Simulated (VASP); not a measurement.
Here is a VASP 6.6.1 calculation.

The input INCAR:

```
PREC = Accurate ; ENCUT = 520
EDIFF = 1E-6 ; ISMEAR = -1
SIGMA = 0.1 ; LREAL = False
LASPH = True ; NELM = 100
ALGO = Normal ; ISIF = 2
LWAVE = False ; LCHARG = False
GGA = PE ; NBANDS = 12
```

File KPOINTS:

```
Automatic mesh
0
Gamma
  5 5 5
```

POSCAR

```
Hg
1.0
    3.0943672644      0.0000000000      0.0000000000
    0.0000000000      3.0943672644      0.0000000000
    0.0000000000      0.0000000000      3.0943672644
Hg
1
Direct
    0.0000000000      0.0000000000      0.0000000000
```

Potentials or basis: VASP PAW PBE potentials, release 64 (Hg).

Command:

```sh
$ cat potpaw_PBE.64/Hg/POTCAR > POTCAR
$ mpirun -np 1 vasp_std > vasp.out
```

(1) What does it give for the band gap on the k mesh?

(2) What does it give for the pressure?

Results:

(1) zero (band 6 reaches 1.80 eV, above the bottom of band 7 at 1.53 eV).

(2) -0.1 GPa.

Caveat: the k points lie up to 0.41 Å⁻¹ apart; spin-orbit coupling is left out, which moves the levels of the heavy elements.
